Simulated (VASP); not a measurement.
Wanted: the native input for a VASP 6.6.1 run.

| Item | Value |
| --- | --- |
| Task | single point |
| Functional | PBE |
| Potentials or basis | VASP PAW PBE potentials, release 64 (Sr_sv) |
| Cutoff | 520 eV |
| k mesh | 13 × 13 × 13 |
| Occupations | fermi-dirac, width 0.1 eV |
| Spin | no spin polarisation |
| Dipole correction | no |
| Further INCAR settings | ALGO = Normal; EDIFF = 1e-07; NBANDS = 11 |

The structure of Sr lies in POSCAR:

```
Sr
1.0
    3.8729437478      0.0000000000      0.0000000000
    0.0000000000      3.8729437478      0.0000000000
    0.0000000000      0.0000000000      3.8729437478
Sr
1
Direct
    0.0000000000      0.0000000000      0.0000000000
```

The input as run:

INCAR

```
SYSTEM = Sr
  PREC = Accurate
  ENCUT = 520
  EDIFF = 1E-7
  ISMEAR = -1
  SIGMA = 0.1
  LREAL = .False.
  LASPH = .True.
  NELM = 60
  ALGO = Normal
  ISIF = 2
  LWAVE = .False.
  LCHARG = .True.
  GGA = PE
  LELF = .True.
  LVHAR = .True.
  NBANDS = 11
```

KPOINTS

```
regular mesh
0
Gamma
  13 13 13
  0 0 0
```

Potentials or basis: VASP PAW PBE potentials, release 64 (Sr_sv).

Launch:

```bash
$ cat potpaw_PBE.64/Sr_sv/POTCAR > POTCAR
$ mpirun -np 1 vasp_std > vasp.out
```

It gave:

| Quantity | Value |
| --- | --- |
| Pressure | -0.1 GPa |
| Band gap on the k mesh | zero (band 5 reaches 1.77 eV, above the bottom of band 6 at 1.15 eV) |

It took 45 s on 1 thread of AMD EPYC 7R13 Processor (Zen 3), on a shared host, peak memory 0.17 GiB.
